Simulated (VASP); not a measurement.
# K (Pm-3m) in VASP: elastic constants with PBEsol

Aim: the elastic constants of K with PBEsol.

All numbers are computed with VASP 6.6.1; they aren't measurements. Logs are shortened: lines on timing, memory, paths and dates and some standing lists are left out, and cuts for length are marked.

## 1. The cell of the first run

Symmetry: Pm-3m, No. 221, cubic system. The conventional cell has a = 4.228 Å, b = 4.228 Å, c = 4.228 Å, α = 90.00°, β = 90.00°, γ = 90.00°. K (site symmetry m-3m) has 6 K at 4.23 Å within 5.5 Å.

## 2. Elastic constants, PBEsol

Input file INCAR:

```
SYSTEM = K
ALGO     = Normal         ! electronic algorithm
EDIFF    = 1E-8           ! SCF threshold, eV
ENCUT    = 600            ! plane-wave cutoff, eV
GGA      = PS             ! functional
IBRION   = 6              ! ionic algorithm
ISIF     = 3              ! what is computed and relaxed
ISMEAR   = 1              ! smearing method
LASPH    = .True.         ! aspherical terms in the spheres
LCHARG   = .False.        ! write CHGCAR
LREAL    = .False.        ! projectors in reciprocal space
LWAVE    = .False.        ! write WAVECAR
NBANDS   = 10             ! bands
NELM     = 100            ! most SCF steps
NFREE    = 2            
NSW      = 1              ! ionic steps
POTIM    = 0.015          ! step
PREC     = Accurate       ! precision mode
SIGMA    = 0.1            ! smearing width, eV
```

Input file KPOINTS:

```
k-points
0
Gamma
  10 10 10
  0 0 0
```

Input file POSCAR:

```
K
1.0
    4.2284024345      0.0000000000      0.0000000000
    0.0000000000      4.2284024345      0.0000000000
    0.0000000000      0.0000000000      4.2284024345
K
1
Direct
    0.0000000000      0.0000000000      0.0000000000
```

Potentials or basis: VASP PAW PBE potentials, release 64 (K_sv).

Launch:

```console
> cat potpaw_PBE.64/K_sv/POTCAR > POTCAR
> mpirun -np 1 vasp_std > vasp.out
```

OUTCAR:

```text
SYSTEM = K
   EDIFF = 1E-8
   ENCUT = 600
   GGA = PS
   IBRION = 6
   ISIF = 3
   ISMEAR = 1
   LASPH = .True.
   LREAL = .False.
   NELM = 100
   NFREE = 2
   NSW = 1
   POTIM = 0.015
   PREC = Accurate

 ion  position               nearest neighbor table
   1  0.000  0.000  0.000-

  LATTYP: Found a simple cubic cell.
 ALAT       =     4.2284024345

  Lattice vectors:

 A1 = (   4.2284024345,   0.0000000000,   0.0000000000)
 A2 = (   0.0000000000,   4.2284024345,   0.0000000000)
 A3 = (   0.0000000000,   0.0000000000,   4.2284024345)

Analysis of symmetry for initial positions (statically):
=====================================================================
 Subroutine PRICEL returns:
 Original cell was already a primitive cell.

 Routine SETGRP: Setting up the symmetry group for a
 simple cubic supercell.

 Subroutine GETGRP returns: Found 48 space group operations
 (whereof 48 operations were pure point group operations)
 out of a pool of 48 trial point group operations.

The static configuration has the point symmetry O_h .

Analysis of symmetry for dynamics (positions and initial velocities):
=====================================================================
 Subroutine PRICEL returns:
 Original cell was already a primitive cell.

 Routine SETGRP: Setting up the symmetry group for a
 simple cubic supercell.

 Subroutine GETGRP returns: Found 48 space group operations
 (whereof 48 operations were pure point group operations)
 out of a pool of 48 trial point group operations.

The dynamic configuration has the point symmetry O_h .

 Subroutine INISYM returns: Found 48 space group operations
 (whereof 48 operations are pure point group operations),
 and found     1 'primitive' translations

----------------------------------------------------------------------------------------

                                     Primitive cell

  volume of cell :      75.6012

  direct lattice vectors                    reciprocal lattice vectors
     4.228402435  0.000000000  0.000000000     0.236495938  0.000000000  0.000000000
     0.000000000  4.228402435  0.000000000     0.000000000  0.236495938  0.000000000
     0.000000000  0.000000000  4.228402435     0.000000000  0.000000000  0.236495938

  length of vectors
     4.228402435  4.228402435  4.228402435     0.236495938  0.236495938  0.236495938

  position of ions in fractional coordinates (direct lattice)
     0.000000000  0.000000000  0.000000000

  ion indices of the primitive-cell ions
   primitive index   ion index
                 1           1

----------------------------------------------------------------------------------------

 KPOINTS: k-points

Automatic generation of k-mesh.
 Grid dimensions read from file:
 generate k-points for:   10   10   10

 Generating k-lattice:

  Cartesian coordinates                     Fractional coordinates (reciprocal lattice)
     0.023649594  0.000000000  0.000000000     0.100000000  0.000000000  0.000000000
     0.000000000  0.023649594  0.000000000     0.000000000  0.100000000  0.000000000
     0.000000000  0.000000000  0.023649594     0.000000000  0.000000000  0.100000000

  Length of vectors
     0.023649594  0.023649594  0.023649594

  Shift w.r.t. Gamma in fractional coordinates (k-lattice)
     0.000000000  0.000000000  0.000000000

[... 90 lines left out ...]
--------------------------------------- Ionic step        1  -------------------------------------------

 number of electron       8.9999998 magnetization

 Free energy of the ion-electron system (eV)
  ---------------------------------------------------
  ext. energy  EPLUGINS =         0.00000000
  ---------------------------------------------------
  free energy    TOTEN  =        -1.02577148 eV

  energy without entropy =       -1.02542196  energy(sigma->0) =       -1.02565497

------------------------ aborting loop because EDIFF is reached ----------------------------------------

  FORCE on cell =-STRESS in cart. coord.  units (eV):
  Direction    XX          YY          ZZ          XY          YZ          ZX
  --------------------------------------------------------------------------------------
  -------------------------------------------------------------------------------------
  Total        0.0052488      0.0052488      0.0052488     -0.0000000     -0.0000000      0.0000000
  in kB        0.1112350      0.1112350      0.1112350     -0.0000000     -0.0000000      0.0000000
  external PRESSURE =       0.1112350 kB  Pullay stress =       0.0000000 kB
[... 86 lines left out ...]
  FREE ENERGIE OF THE ION-ELECTRON SYSTEM (eV)
  ---------------------------------------------------
  free  energy   TOTEN  =        -1.0252384093 eV

  energy  without entropy=       -1.0249295811  energy(sigma->0) =       -1.02513547

[... ionic steps 4 to 12 ...]

--------------------------------------- Ionic step       13  -------------------------------------------

 number of electron       8.9999998 magnetization

------------------------ aborting loop because EDIFF is reached ----------------------------------------
[... 65 lines left out ...]
--------------------------------------- Ionic step       15  -------------------------------------------

 number of electron       8.9999999 magnetization

 Free energy of the ion-electron system (eV)
  ---------------------------------------------------
  ext. energy  EPLUGINS =         0.00000000
  ---------------------------------------------------
  free energy    TOTEN  =        -1.02577242 eV

  energy without entropy =       -1.02542291  energy(sigma->0) =       -1.02565592

 E-fermi :  -0.1452     XC(G=0):  -5.6228

 val. band max:       -0.2068935585   @ k =   0.4000   0.2000   0.2000
 cond. band min:      -0.1362811681   @ k =   0.4000   0.3000   0.0000
 fundamental gap:      0.0706123904
 Fermi energy:        -0.1452357828

 k-point     1 :       0.0000    0.0000    0.0000
  band No.  band energies     occupation
      1     -32.3791      2.00000
      2     -15.8751      2.00000
      3     -15.8751      2.00000
      4     -15.8751      2.00000
      5      -2.3268      2.00000
      6       2.6948      0.00000
      7       2.6948      0.00000
      8       6.0888      0.00000
      9       6.0888      0.00000
     10       6.0888      0.00000
[... 287 lines left out ...]
 k-point    24 :       0.3000    0.1000    0.1000
  band No.  band energies     occupation
      1     -32.3746      2.00000
      2     -15.9401      2.00000
      3     -15.8785      2.00000
      4     -15.8777      2.00000
      5      -1.3038      2.00000
      6       1.6811     -0.00000
      7       3.0068      0.00000
      8       4.4464      0.00000
      9       4.5914      0.00000
     10       5.7171      0.00000

 [... further k-points ...]
[... 5 lines left out ...]
  --------------------------------------------------------------------------------------
  -------------------------------------------------------------------------------------
  Total        0.0052504      0.0052504      0.0052504     -0.0000000     -0.0000000      0.0000000
  in kB        0.1112685      0.1112685      0.1112685     -0.0000000     -0.0000000      0.0000000
  external PRESSURE =       0.1112685 kB  Pullay stress =       0.0000000 kB
[... 16 lines left out ...]
  FREE ENERGIE OF THE ION-ELECTRON SYSTEM (eV)
  ---------------------------------------------------
  free  energy   TOTEN  =        -1.0257724243 eV

  energy  without entropy=       -1.0254229054  energy(sigma->0) =       -1.02565592

 INTERNAL STRAIN TENSORS FROM STRAINED CELLS
 ============================================

 INTERNAL STRAIN TENSOR FOR ION    1 for displacements in x,y,z  (eV/Angst):
          X           Y           Z          XY          YZ          ZX
  --------------------------------------------------------------------------------
  x     0.00000     0.00000     0.00000     0.00000     0.00000    -0.00000
  y     0.00000     0.00000     0.00000     0.00000     0.00000     0.00000
  z     0.00000     0.00000     0.00000     0.00000     0.00000     0.00000

 INTERNAL STRAIN TENSORS FROM DISPLACED ATOMS
 ============================================

 INTERNAL STRAIN TENSOR FOR ION    1 for displacements in x,y,z  (eV/Angst):
          X           Y           Z          XY          YZ          ZX
  --------------------------------------------------------------------------------
  x     0.00000     0.00000     0.00000     0.00000     0.00000     0.00000
  y     0.00000     0.00000     0.00000     0.00000     0.00000     0.00000
  z     0.00000     0.00000     0.00000     0.00000     0.00000     0.00000

 Eigenvectors and eigenvalues of the dynamical matrix
 ----------------------------------------------------

   1 f/i=    0.000000 THz     0.000000 2PiTHz    0.000000 cm-1     0.000000 meV
             X         Y         Z           dx          dy          dz
      0.000000  0.000000  0.000000     1.000000    0.000000    0.000000

   2 f/i=    0.000000 THz     0.000000 2PiTHz    0.000000 cm-1     0.000000 meV
             X         Y         Z           dx          dy          dz
      0.000000  0.000000  0.000000     0.000000    1.000000    0.000000

   3 f/i=    0.000000 THz     0.000000 2PiTHz    0.000000 cm-1     0.000000 meV
             X         Y         Z           dx          dy          dz
      0.000000  0.000000  0.000000     0.000000    0.000000    1.000000

--------------------------------------------------------------------------------------------------------

 ELASTIC MODULI CONTR FROM IONIC RELAXATION (kBar)
 Direction    XX          YY          ZZ          XY          YZ          ZX
 --------------------------------------------------------------------------------
 XX           0.0000      0.0000      0.0000      0.0000      0.0000      0.0000
 YY           0.0000      0.0000      0.0000      0.0000      0.0000      0.0000
 ZZ           0.0000      0.0000      0.0000      0.0000      0.0000      0.0000
 XY           0.0000      0.0000      0.0000      0.0000      0.0000      0.0000
 YZ           0.0000      0.0000      0.0000      0.0000      0.0000      0.0000
 ZX           0.0000      0.0000      0.0000      0.0000      0.0000      0.0000
 --------------------------------------------------------------------------------

 TOTAL ELASTIC MODULI (kBar)
 Direction    XX          YY          ZZ          XY          YZ          ZX
 --------------------------------------------------------------------------------
 XX          81.6208      3.9846      3.9846     -0.0000     -0.0000      0.0000
 YY           3.9846     81.6208      3.9846     -0.0000      0.0000      0.0000
 ZZ           3.9846      3.9846     81.6208     -0.0000     -0.0000      0.0000
 XY          -0.0000     -0.0000     -0.0000    -17.9896      0.0000      0.0000
 YZ          -0.0000      0.0000     -0.0000      0.0000    -17.9896      0.0000
 ZX           0.0000      0.0000      0.0000      0.0000      0.0000    -17.9896
 --------------------------------------------------------------------------------
```

It took 9.2 min on 1 thread of Intel Xeon 6975P-C (Granite Rapids), shared host; peak memory 0.57 GiB.

Results:

```
Elastic constants C11, C12, C44 : 8, 0, -2 GPa
Voigt bulk modulus              : 3 GPa
```

Elastic tensor in Voigt notation (GPa, in the Cartesian axes of the cell as first typed):
```
 8  0  0  0  0  0
 0  8  0  0  0  0
 0  0  8  0  0  0
 0  0  0 -2  0  0
 0  0  0  0 -2  0
 0  0  0  0  0 -2
```

Clamped-ion elastic tensor (GPa):
```
 8  0  0  0  0  0
 0  8  0  0  0  0
 0  0  8  0  0  0
 0  0  0 -2  0  0
 0  0  0  0 -2  0
 0  0  0  0  0 -2
```

Caveat: the elastic tensor has a negative eigenvalue, so either the cell is unstable as it stands or the mesh is too thin; the PAW data sets were made with another functional, which shifts forces and pressure a little.
